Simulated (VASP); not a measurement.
TaN:

```
Ta N
1.0
     2.93800    0.00000    0.00000
    -1.46900    2.54438    0.00000
     0.00000    0.00000    2.88300
Ta N
1 1
Direct
  0.00000 0.00000 0.50000
  0.66667 0.33333 0.00000
```

Base run:

| Item | Value |
| --- | --- |
| Program | VASP 6.6.1 |
| Functional | PBEsol |
| Potentials or basis | VASP PAW PBE potentials, release 64 (Ta_pv, N) |
| Cutoff | 520 eV |
| k mesh | 10 × 10 × 9 |
| Occupations | fermi-dirac, width 0.05 eV |
| Spin | no spin polarisation |
| Hubbard terms | Ta d U = 8.0 eV |

Its results: band gap on the k mesh zero (bands 8 and 9 overlap by 0.36 eV); pressure 23.3 GPa.

**Question.** After a change of settings the same cell gave: band gap on the k mesh zero (bands 8 and 9 overlap by 0.30 eV); pressure -1.0 GPa. Which change was it?
A. hubbard terms from Ta d U = 8.0 eV to Ta d U = 6.0 eV; further incar settings from ALGO = Normal; EDIFF = 1e-06; NBANDS = 15 to ALGO = Normal; EDIFF = 1e-07; NBANDS = 15
B. hubbard terms from Ta d U = 8.0 eV to Ta d U = 1.0 eV
C. hubbard terms from Ta d U = 8.0 eV to Ta d U = 5.0 eV

**Answer.** B.

Caveats: the PAW data sets were made with another functional, which shifts forces and pressure a little; spin-orbit coupling is left out, which moves the levels of the heavy elements; U without spin polarisation on a metal has little footing; the cell stands under pressure (at least some runs).
